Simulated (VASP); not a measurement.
**Zn: single point with r2SCAN**

Crystal: Zn.

```
Zn
1.0
     2.56931    0.00000    0.00000
    -1.28465    2.22508    0.00000
     0.00000    0.00000    5.02065
Zn
2
Direct
  0.33333 0.66667 0.25000
  0.66667 0.33333 0.75000
```

This cell differs from its parent crystal: biaxial strain in the a-b plane: -1.0 %.

* Program: VASP 6.6.1
* Task: single point
* Functional: r2SCAN
* Potentials or basis: VASP PAW PBE potentials, release 64 (Zn)
* Cutoff: 520 eV
* k mesh: 24 × 24 × 10
* Occupations: gaussian, width 0.1 eV
* Spin: no spin polarisation

```yaml
Pressure: 2.5 GPa
Band_gap_on_the_k_mesh: zero (band 12 reaches 5.09 eV, above the bottom of band 13 at -0.30 eV)
```

Stress tensor (GPa, compression positive):
```
3.65 0.00 0.00
0.00 3.65 0.00
0.00 0.00 0.25
```

Levels at points of the mesh, in eV from the Fermi level:
| k point | band 9 | band 10 | band 11 | band 12 | band 13 | band 14 | band 15 | band 16 |
| --- | --- | --- | --- | --- | --- | --- | --- | --- |
| (0.00, 0.00, 0.00) | -7.54 | -7.36 | -7.36 | -4.16 | -3.56 | 13.23 | 17.21 | 20.57 |
| (0.50, 0.00, 0.00) | -7.10 | -7.08 | -2.87 | -1.88 | 2.80 | 4.02 | 4.68 | 6.20 |
| (0.00, 0.00, 0.50) | -7.44 | -7.44 | -7.44 | -7.44 | 4.16 | 4.16 | 21.93 | 21.93 |
| (0.50, 0.00, 0.50) | -7.09 | -7.09 | -1.96 | -1.96 | 0.76 | 0.76 | 10.63 | 10.63 |

Run time: 6.6 min on 1 thread of Intel(R) Xeon(R) 6975P-C (Granite Rapids), with other jobs on the host, peak memory 0.27 GiB.

Caveat: the cell differs from its parent crystal (biaxial strain in the a-b plane: -1.0 %); the PAW data sets were made with another functional, which shifts forces and pressure a little.
